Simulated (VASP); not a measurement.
## AlRu: single point with PBEsol

Crystal: AlRu.

```
Al Ru
1.0
     2.97641    0.00000    0.00000
     0.00000    2.97641    0.00000
     0.00000    0.00000    2.97641
Al Ru
1 1
Cartesian
  0.0001 0.0001 0.0000
  1.4881 1.4881 1.4882
```

This cell differs from its parent crystal: atom 2 moved 1.20 Å, then relaxed in part.

```
Program             : VASP 6.6.1
Task                : single point
Functional          : PBEsol
Potentials or basis : VASP PAW PBE potentials, release 64 (Al, Ru_pv)
Cutoff              : 520 eV
k mesh              : 12 × 12 × 12
Occupations         : gaussian, width 0.15 eV
Spin                : no spin polarisation
```

```
Pressure : -0.1 GPa
```

Levels at points of the mesh, in eV from the Fermi level:
| k point | band 6 | band 7 | band 8 | band 9 | band 10 | band 11 | band 12 | band 13 |
| --- | --- | --- | --- | --- | --- | --- | --- | --- |
| (0.00, 0.00, 0.00) | -3.67 | 0.20 | 0.20 | 0.20 | 6.15 | 6.15 | 6.15 | 11.09 |
| (0.50, 0.00, 0.00) | -2.85 | -1.63 | -1.63 | 0.46 | 2.35 | 7.45 | 11.09 | 11.09 |
| (0.00, 0.50, 0.00) | -2.85 | -1.63 | -1.63 | 0.46 | 2.35 | 7.45 | 11.09 | 11.09 |
| (0.00, 0.00, 0.50) | -2.85 | -1.63 | -1.63 | 0.46 | 2.35 | 7.45 | 11.09 | 11.09 |
| (0.50, 0.50, 0.00) | -1.37 | -1.37 | -1.19 | -1.19 | 1.57 | 5.38 | 6.44 | 10.73 |
| (0.00, 0.50, 0.50) | -1.37 | -1.37 | -1.19 | -1.19 | 1.57 | 5.38 | 6.44 | 10.73 |
| (0.50, 0.00, 0.50) | -1.37 | -1.37 | -1.19 | -1.19 | 1.57 | 5.38 | 6.44 | 10.73 |
| (0.50, 0.50, 0.50) | -4.71 | 1.67 | 1.67 | 2.70 | 4.14 | 4.14 | 4.14 | 8.73 |

Run time: 110 s on 1 thread of Intel(R) Xeon(R) Platinum 8259CL CPU @ 2.50GHz (Skylake/Cascade Lake) (shared host), peak memory 0.31 GiB.

Caveat: the cell differs from its parent crystal (atom 2 moved 1.20 Å, then relaxed in part); the PAW data sets were made with another functional, which shifts forces and pressure a little.
